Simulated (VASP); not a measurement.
A run of VASP 6.6.1 is set up as follows.

Contents of INCAR:

```
SYSTEM = In
ALGO = Fast ; EDIFF = 1E-7
ENCUT = 520 ; GGA = CA
ISIF = 2 ; ISMEAR = -1
LASPH = .TRUE. ; LCHARG = .FALSE.
LREAL = .FALSE. ; LWAVE = .FALSE.
NBANDS = 12 ; NELM = 80
PREC = Accurate ; SIGMA = 0.05
```

Contents of KPOINTS:

```
k-points
0
G
  10 10 10
  0 0 0
```

Contents of POSCAR:

```
In
1.0
   -1.9194468732      1.9194468732      1.9194468732
    1.9194468732     -1.9194468732      1.9194468732
    1.9194468732      1.9194468732     -1.9194468732
In
1
Direct
    0.0000000000      0.0000000000      0.0000000000
```

Potentials or basis: VASP PAW LDA potentials, release 64 (In_d).

Launch:

```bash
$ cat potpaw_LDA.64/In_d/POTCAR > POTCAR
$ mpirun -np 1 vasp_std > vasp.out
```

Q: Estimate the pressure.

A: -4.5 GPa.
